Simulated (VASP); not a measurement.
Wanted: the native input for a VASP 6.6.1 run.

* Task: single point
* Functional: r2SCAN
* Potentials or basis: VASP PAW PBE potentials, release 64 (Hf_pv, O)
* Cutoff: 520 eV
* k mesh: 8 × 8 × 8
* Occupations: gaussian, width 0.05 eV
* Spin: no spin polarisation
* Dipole correction: no
* Further INCAR settings: ALGO = Normal; EDIFF = 1e-06; NBANDS = 18

HfO2:

```
Hf O
1.0
     0.00000    2.55750    2.55750
     2.55750    0.00000    2.55750
     2.55750    2.55750    0.00000
Hf O
1 2
Direct
  0.00202 0.00202 0.00202
  0.23871 0.23871 0.23871
  0.73871 0.73871 0.73871
```

This cell differs from its parent crystal: mode 4 (202.9 1/cm) frozen in, largest displacement -0.100 Å.

These files were run (other wordings do the same):

POSCAR

```
HfO2
1.0
    0.0000000000      2.5575000000      2.5575000000
    2.5575000000      0.0000000000      2.5575000000
    2.5575000000      2.5575000000      0.0000000000
Hf O
1 2
Direct
    0.0020235202      0.0020235202      0.0020235202
    0.2387126047      0.2387126047      0.2387126047
    0.7387126047      0.7387126047      0.7387126047
```

INCAR.step1

```
SYSTEM = HfO2
  PREC = Accurate
  ENCUT = 520
  ISMEAR = 0
  SIGMA = 0.05
  LREAL = .FALSE.
  LASPH = .TRUE.
  NELM = 60
  NBANDS = 18
  GGA = PE
  ALGO = Normal
  EDIFF = 1E-4
  LWAVE = .TRUE.
  LCHARG = .FALSE.
```

INCAR.step2

```
SYSTEM = HfO2
  PREC = Accurate
  ENCUT = 520
  EDIFF = 1E-6
  ISMEAR = 0
  SIGMA = 0.05
  LREAL = .FALSE.
  LASPH = .TRUE.
  NELM = 60
  ALGO = Normal
  ISIF = 2
  LWAVE = .FALSE.
  LCHARG = .TRUE.
  METAGGA = R2SCAN
  LMIXTAU = .TRUE.
  LELF = .TRUE.
  LVHAR = .TRUE.
  NBANDS = 18
  ISTART = 1
```

KPOINTS

```
regular mesh
0
G
  8 8 8
  0 0 0
```

Potentials or basis: VASP PAW PBE potentials, release 64 (Hf_pv, O).

Command:

```sh
$ cat potpaw_PBE.64/Hf_pv/POTCAR potpaw_PBE.64/O/POTCAR > POTCAR
$ cp INCAR.step1 INCAR
$ mpirun -np 1 vasp_std > vasp.out
$ cp INCAR.step2 INCAR
$ mpirun -np 1 vasp_std > vasp.out
```

Results of the run:

* Pressure: -10.6 GPa
* Largest force: 0.509 eV/Å
* Band gap on the k mesh: 4.25 eV, direct

Caveat: the cell differs from its parent crystal (mode 4 (202.9 1/cm) frozen in, largest displacement -0.100 Å); the PAW data sets were made with another functional, which shifts forces and pressure a little; spin-orbit coupling is left out, which moves the levels of the heavy elements.

Wall time 75 s on 1 thread of Intel(R) Xeon(R) 6975P-C (Granite Rapids) (shared host), peak memory 0.18 GiB.
